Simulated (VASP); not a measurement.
The system is Ga3AsP2.

```
CELL_PARAMETERS angstrom
3.82175 0.00000 0.00000
-1.91088 3.30973 0.00000
0.00000 0.00000 18.90816
ATOMIC_POSITIONS crystal
Ga 0.33333 0.66667 0.33333
Ga 0.33333 0.66667 0.66666
Ga 0.33333 0.66667 0.99999
Ga 0.66667 0.33333 0.16666
Ga 0.66667 0.33333 0.49999
Ga 0.66667 0.33333 0.83333
P 0.33333 0.66667 0.12467
P 0.33333 0.66667 0.79134
P 0.66667 0.33333 0.29134
P 0.66667 0.33333 0.62467
As 0.33333 0.66667 0.45801
As 0.66667 0.33333 0.95801
```

- Program: VASP 6.6.1
- Task: relaxation of cell and atoms
- Functional: PBE
- Potentials or basis: VASP PAW PBE potentials, release 64 (Ga_d, P, As)
- Cutoff: 600 eV
- k mesh: 6 × 6 × 1
- Occupations: gaussian, width 0.1 eV
- Spin: no spin polarisation

At the start: pressure 7.9 GPa; volume 19.93 Å³/atom.

Problem. How do energy, volume and symmetry change on relaxing?

Solution. Over 6 steps the energy falls by 50.6 meV/atom and the volume is 21.80 Å³/atom (+9.4 %); space group P6_3mc (No. 186, to 0.1 Å) before and after.

Step by step:
```csv
step,energy change (eV),largest force (eV/Å),pressure (GPa),volume (Å³)
1,0.0000,0.8433,7.89,239.17
2,-0.4504,0.2457,-3.11,274.79
3,-0.5701,0.3403,-0.24,262.55
4,-0.5912,0.1807,-0.10,261.99
5,-0.6038,0.1378,0.10,261.12
6,-0.6068,0.0139,-0.03,261.60
```

Final structure:
```cif
data_structure
_symmetry_space_group_name_H-M 'P 1'
_symmetry_Int_Tables_number 1
_cell_length_a 3.9390
_cell_length_b 3.9390
_cell_length_c 19.4683
_cell_angle_alpha 90.000
_cell_angle_beta 90.000
_cell_angle_gamma 120.000
_cell_volume 261.60
loop_
_atom_site_label
_atom_site_type_symbol
_atom_site_fract_x
_atom_site_fract_y
_atom_site_fract_z
_atom_site_occupancy
Ga1 Ga 0.33333 0.66667 0.32991 1
Ga2 Ga 0.33333 0.66667 0.66665 1
Ga3 Ga 0.33333 0.66667 0.00348 1
Ga4 Ga 0.66667 0.33333 0.16665 1
Ga5 Ga 0.66667 0.33333 0.50348 1
Ga6 Ga 0.66667 0.33333 0.82991 1
P1 P 0.33333 0.66667 0.12630 1
P2 P 0.33333 0.66667 0.78993 1
P3 P 0.66667 0.33333 0.28993 1
P4 P 0.66667 0.33333 0.62630 1
As1 As 0.33333 0.66667 0.45773 1
As2 As 0.66667 0.33333 0.95773 1
```
